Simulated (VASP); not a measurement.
# KCo3 (Pm-3m) in VASP: a series of runs, part 2 of 2

VASP 6.6.1. The steps go on from the part before.

## 3. Single point, PBE, collinear spin, ferromagnetic start

This run uses another cell than the first one, of 15.73 Å³/atom.

Input file INCAR:

```
SYSTEM = KCo3
  PREC = Accurate
  ENCUT = 520
  EDIFF = 1E-6
  ISMEAR = 0
  SIGMA = 0.1
  LREAL = .FALSE.
  LASPH = .TRUE.
  NELM = 150
  ALGO = Fast
  ISIF = 2
  LWAVE = .FALSE.
  LCHARG = .FALSE.
  ISPIN = 2
  MAGMOM = 0 1.91 1.91 1.91
  LORBIT = 11
  LMAXMIX = 4
  GGA = PE
  NBANDS = 30
```

Input file KPOINTS:

```
Automatic mesh
0
G
  12 12 12
  0 0 0
```

Input file POSCAR:

```
KCo3
1.0
    3.9773722573      0.0000000000      0.0000000000
    0.0000000000      3.9773722573      0.0000000000
    0.0000000000      0.0000000000      3.9773722573
K Co
1 3
Direct
    0.0000000000      0.0000000000      0.0000000000
    0.0000000000      0.5000000000      0.5000000000
    0.5000000000      0.0000000000      0.5000000000
    0.5000000000      0.5000000000      0.0000000000
```

Potentials or basis: VASP PAW PBE potentials, release 64 (K_sv, Co).

On the command line:

```console
$ cat potpaw_PBE.64/K_sv/POTCAR potpaw_PBE.64/Co/POTCAR > POTCAR
$ mpirun -np 1 vasp_std > vasp.out
```

OUTCAR:

```text
SYSTEM = KCo3
   PREC = Accurate
   ENCUT = 520
   EDIFF = 1E-6
   ISMEAR = 0
   LREAL = .FALSE.
   LASPH = .TRUE.
   NELM = 150
   ISIF = 2
   ISPIN = 2
   LORBIT = 11
   GGA = PE

 ion  position               nearest neighbor table
   1  0.000  0.000  0.000-   2 2.81   3 2.81   4 2.81   2 2.81   3 2.81   2 2.81   4 2.81   2 2.81
                             3 2.81   4 2.81   3 2.81   4 2.81
   2  0.000  0.500  0.500-   1 2.81   3 2.81   4 2.81   1 2.81   4 2.81   1 2.81   3 2.81   1 2.81
                             3 2.81   4 2.81   4 2.81   3 2.81
   3  0.500  0.000  0.500-   1 2.81   2 2.81   4 2.81   1 2.81   4 2.81   2 2.81   4 2.81   4 2.81
                             1 2.81   2 2.81   1 2.81   2 2.81
   4  0.500  0.500  0.000-   1 2.81   2 2.81   3 2.81   2 2.81   3 2.81   1 2.81   3 2.81   3 2.81
                             1 2.81   2 2.81   2 2.81   1 2.81

  LATTYP: Found a simple cubic cell.
 ALAT       =     3.9773722573

  Lattice vectors:

 A1 = (   3.9773722573,   0.0000000000,   0.0000000000)
 A2 = (   0.0000000000,   3.9773722573,   0.0000000000)
 A3 = (   0.0000000000,   0.0000000000,   3.9773722573)

Analysis of symmetry for initial positions (statically):
=====================================================================
 Subroutine PRICEL returns:
 Original cell was already a primitive cell.

 Routine SETGRP: Setting up the symmetry group for a
 simple cubic supercell.

 Subroutine GETGRP returns: Found 48 space group operations
 (whereof 48 operations were pure point group operations)
 out of a pool of 48 trial point group operations.

The static configuration has the point symmetry O_h .

Analysis of symmetry for dynamics (positions and initial velocities):
=====================================================================
 Subroutine PRICEL returns:
 Original cell was already a primitive cell.

 Routine SETGRP: Setting up the symmetry group for a
 simple cubic supercell.

 Subroutine GETGRP returns: Found 48 space group operations
 (whereof 48 operations were pure point group operations)
 out of a pool of 48 trial point group operations.

The dynamic configuration has the point symmetry O_h .

Analysis of structural, dynamic, and magnetic symmetry:
[... 169 lines left out ...]
 fundamental gap:      0.0026197491
 Fermi energy:         5.6956449351

 spin component 1

 k-point     1 :       0.0000    0.0000    0.0000
  band No.  band energies     occupation
      1     -23.7631      1.00000
      2      -7.4214      1.00000
      3      -7.4214      1.00000
      4      -7.4214      1.00000
      5      -0.3783      1.00000
      6       2.1289      1.00000
[... 781 lines left out ...]
     29      14.9988      0.00000
     30      15.9968      0.00000

 [... further k-points ...]

 spin component 2

 k-point     1 :       0.0000    0.0000    0.0000
  band No.  band energies     occupation
      1     -23.8147      1.00000
      2      -7.4765      1.00000
      3      -7.4765      1.00000
      4      -7.4765      1.00000
      5      -0.2856      1.00000
      6       3.5450      1.00000
[... 781 lines left out ...]
     29      15.3312      0.00000
     30      16.2503      0.00000

 [... further k-points ...]

------------------------ aborting loop because EDIFF is reached ----------------------------------------

  FORCE on cell =-STRESS in cart. coord.  units (eV):
  Direction    XX          YY          ZZ          XY          YZ          ZX
  --------------------------------------------------------------------------------------
  -------------------------------------------------------------------------------------
  Total        0.1048510      0.1048510      0.1048510      0.0000000      0.0000000     -0.0000000
  in kB        2.6698953      2.6698953      2.6698953      0.0000000      0.0000000     -0.0000000
  external PRESSURE =       2.6698953 kB  Pullay stress =       0.0000000 kB

 VOLUME and BASIS-vectors are now :
 -----------------------------------------------------------------------------
  energy-cutoff  :      520.00
  volume of cell :       62.92
      direct lattice vectors                 reciprocal lattice vectors
     3.977372257  0.000000000  0.000000000     0.251422280  0.000000000  0.000000000
     0.000000000  3.977372257  0.000000000     0.000000000  0.251422280  0.000000000
     0.000000000  0.000000000  3.977372257     0.000000000  0.000000000  0.251422280

 POSITION                                       TOTAL-FORCE (eV/Angst)
 -----------------------------------------------------------------------------------
      0.00000      0.00000      0.00000         0.000000      0.000000      0.000000
      0.00000      1.98869      1.98869         0.000000      0.000000      0.000000
      1.98869      0.00000      1.98869         0.000000      0.000000      0.000000
      1.98869      1.98869      0.00000         0.000000      0.000000      0.000000
 -----------------------------------------------------------------------------------
    total drift:                                0.000000      0.000000     -0.000000

  FREE ENERGIE OF THE ION-ELECTRON SYSTEM (eV)
  ---------------------------------------------------
  free  energy   TOTEN  =       -16.4370866989 eV

  energy  without entropy=      -16.3831191717  energy(sigma->0) =      -16.41010294

 total charge

# of ion       s       p       d       tot
------------------------------------------
    1        2.019   5.578   0.166   7.764
    2        0.416   0.237   7.243   7.895
    3        0.416   0.237   7.243   7.895
    4        0.416   0.237   7.243   7.895
--------------------------------------------------
tot          3.267   6.288  21.895  31.450

 magnetization (x)

# of ion       s       p       d       tot
------------------------------------------
    1       -0.006  -0.018  -0.026  -0.049
    2       -0.005  -0.016   1.748   1.727
    3       -0.005  -0.016   1.748   1.727
    4       -0.005  -0.016   1.748   1.727
--------------------------------------------------
tot         -0.021  -0.066   5.217   5.131
```

Run time: 6.9 min. Hardware: 1 thread of Intel Xeon Platinum 8259CL at 2.50GHz (Skylake/Cascade Lake), shared host; peak memory 0.35 GiB.

What came out:

* Free energy: -16.4371 eV
* Pressure: 0.3 GPa
* Net moment: 4.97 μB per cell
* Site moments: K -0.05; Co +1.73 μB
* Valence electrons inside the program's atomic spheres: K 7.76; Co 7.89

Levels at points of the mesh, in eV from the Fermi level:
Spin up:
| k point | band 17 | band 18 | band 19 | band 20 | band 21 | band 22 | band 23 | band 24 |
| --- | --- | --- | --- | --- | --- | --- | --- | --- |
| (0.00, 0.00, 0.00) | -1.09 | -0.86 | -0.86 | -0.86 | 3.40 | 3.40 | 3.40 | 3.93 |
| (0.50, 0.00, 0.00) | -1.73 | -1.49 | -1.42 | -1.42 | -0.85 | 3.59 | 3.59 | 4.14 |
| (0.50, 0.50, 0.00) | -1.85 | -1.82 | -1.46 | -1.32 | 0.51 | 1.05 | 1.05 | 5.20 |
| (0.50, 0.50, 0.50) | -1.02 | -1.02 | -1.02 | -0.39 | 2.03 | 2.03 | 2.03 | 2.54 |
Spin down:
```
           k point  band 13  band 14  band 15  band 16  band 17  band 18  band 19  band 20
(0.00, 0.00, 0.00)    -0.25    -0.25     0.65     0.65     0.72     0.72     0.72     0.94
(0.50, 0.00, 0.00)    -0.90    -0.58     0.03     0.03     0.03     0.12     0.26     0.71
(0.50, 0.50, 0.00)    -0.62    -0.49    -0.17     0.02     0.03     0.15     0.16     0.16
(0.50, 0.50, 0.50)     0.01     0.01     0.01     0.03     0.03     0.75     0.75     0.75
```
